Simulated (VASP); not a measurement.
**W: single point with r2SCAN**

W:

```
CELL_PARAMETERS angstrom
0.00000 2.06127 2.06127
2.06127 0.00000 2.06127
2.06127 2.06127 0.00000
ATOMIC_POSITIONS crystal
W 0.00000 0.00000 0.00000
```

This isn't the form of W at room conditions, which is bcc.

```yaml
Program: VASP 6.6.1
Task: single point
Functional: r2SCAN
Potentials_or_basis: VASP PAW PBE potentials, release 64 (W_sv)
Cutoff: 520 eV
k_mesh: 15 × 15 × 15
Occupations: fermi-dirac, width 0.1 eV
Spin: no spin polarisation
```

- Pressure: -19.1 GPa
- Band gap on the k mesh: zero (bands 7 and 8 overlap by 2.97 eV)

Levels at points of the mesh, in eV from the Fermi level:
```tsv
k point	band 3	band 4	band 5	band 6	band 7	band 8	band 9	band 10	band 11	band 12
(0.00, 0.00, 0.00)	-38.79	-38.79	-9.17	-0.54	-0.54	-0.54	2.56	2.56	13.25	18.59
```

Run time: 33 s on 1 thread of Intel(R) Xeon(R) 6975P-C (Granite Rapids), on a shared host, peak memory 0.16 GiB.

Caveat: the cell stands under tension; the PAW data sets were made with another functional, which shifts forces and pressure a little; spin-orbit coupling is left out, which moves the levels of the heavy elements.
